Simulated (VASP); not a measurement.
Wanted: the native input for a VASP 6.6.1 run.

| Quantity | Value |
| --- | --- |
| Task | single point |
| Functional | PBE |
| Potentials or basis | VASP PAW PBE potentials, release 64 (Na_pv, Al, O) |
| Cutoff | 520 eV |
| k mesh | 12 × 12 × 1 |
| Occupations | gaussian, width 0.1 eV |
| Spin | no spin polarisation |
| Dipole correction | no |
| Further INCAR settings | LREAL = Auto; ALGO = Normal; EDIFF = 1e-07; NBANDS = 48 |

The structure of NaAl5O2 lies in POSCAR:

```
NaAl5O2
1.0
    2.5105131273     -1.4497572677      0.0039173889
    2.5105131273      1.4497572677      0.0039173889
   -1.7285633516      0.0000000000     29.0181758735
Na Al O
2 10 4
Direct
    0.3641762485      0.3641762485      0.5923852123
    0.6358237515      0.6358237515      0.4076147877
    0.7284134435      0.7284134435      0.6859645171
    0.0000000000      0.0000000000      0.5000000000
    0.2715865565      0.2715865565      0.3140354829
    0.4209029349      0.4209029349      0.7627398968
    0.5790970651      0.5790970651      0.2372601032
    0.8599227442      0.8599227442      0.0790176657
    0.5000000000      0.5000000000      0.0000000000
    0.1400772558      0.1400772558      0.9209823343
    0.7802688392      0.7802688392      0.8417829010
    0.2197311608      0.2197311608      0.1582170990
    0.0499577116      0.0499577116      0.6502231723
    0.6785737704      0.6785737704      0.5348591892
    0.3214262296      0.3214262296      0.4651408108
    0.9500422884      0.9500422884      0.3497768277
```

The input as run:

INCAR

```
SYSTEM = NaAl5O2
PREC = Accurate
ENCUT = 520
EDIFF = 1E-7
ISMEAR = 0
SIGMA = 0.1
LREAL = Auto
LASPH = .True.
NELM = 60
ALGO = Normal
ISIF = 2
LWAVE = .False.
LCHARG = .False.
GGA = PE
NBANDS = 48
```

KPOINTS

```
Automatic mesh
0
Gamma
  12 12 1
  0 0 0
```

Potentials or basis: VASP PAW PBE potentials, release 64 (Na_pv, Al, O).

Launch:

```console
$ cat potpaw_PBE.64/Na_pv/POTCAR potpaw_PBE.64/Al/POTCAR potpaw_PBE.64/O/POTCAR > POTCAR
$ mpirun -np 1 vasp_std > vasp.out
```

It gave:

```
Pressure               : 0.0 GPa
Largest force          : 0.018 eV/Å
Band gap on the k mesh : zero (band 34 reaches 10.49 eV, above the bottom of band 35 at 6.68 eV)
```

Wall time 11 min on 1 thread of Intel(R) Xeon(R) Platinum 8259CL CPU @ 2.50GHz (Skylake/Cascade Lake), with other jobs on the host, peak memory 0.49 GiB.
